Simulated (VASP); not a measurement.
CdS (Hawleyite):

```
Cd S
1.0
     0.00000    2.97370    2.97370
     2.97370    0.00000    2.97370
     2.97370    2.97370    0.00000
Cd S
1 1
Direct
  0.00000 0.00000 0.00000
  0.75000 0.75000 0.75000
```

Base run:

```yaml
Program: VASP 6.6.1
Functional: revPBE
Dispersion: D3(BJ)
Potentials_or_basis: VASP PAW PBE potentials, release 64 (Cd, S)
Cutoff: 520 eV
k_mesh: 8 × 8 × 8
Occupations: fermi-dirac, width 0.05 eV
Spin: no spin polarisation
```

Its results: band gap on the k mesh 1.16 eV, direct; pressure -2.7 GPa.

The run is repeated on the same cell with these changes: functional from revPBE to BLYP; dispersion from D3(BJ) to D4. What comes out?

Band gap on the k mesh 0.98 eV, direct; pressure -1.3 GPa.

Several settings changed at once, so the effect can't be laid on one alone.

Caveats: the PAW data sets were made with another functional, which shifts forces and pressure a little.

